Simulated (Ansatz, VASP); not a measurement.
## PbS: VASP beside Ansatz

```
Pb S
1.0
     3.65366    0.00000    0.00000
     0.00000    3.65366    0.00000
     0.00000    0.00000    3.65366
Pb S
1 1
Direct
  0.00000 0.00000 0.00000
  0.50000 0.50000 0.50000
```

Alike in both runs: task single point; functional PBE-based screened hybrid; k mesh 4 × 4 × 4; occupations fermi-dirac, width 0.05 eV; no spin polarisation.

```csv
,VASP,Ansatz
version,VASP 6.6.1,Ansatz 0.2.0
potentials or method,"VASP PAW PBE potentials, release 64 (Pb_d, S)",Ansatz PAW
plane-wave cutoff (eV),520,420
valence electrons in the cell,20,20
```

|  | VASP | Ansatz | Ansatz less VASP |
| --- | --- | --- | --- |
| gap on the k mesh at the Fermi level (eV) | none | none | - |
| pressure (GPa) | -1.8 | -1.6 | +0.11 |

VASP's potentials were made for PBE, not for PBE-based screened hybrid. A gap of «none» marks a metal or a gap that the smearing closes.

The k mesh is coarse, so the values compare programs but aren't converged. Spin-orbit coupling is off throughout.
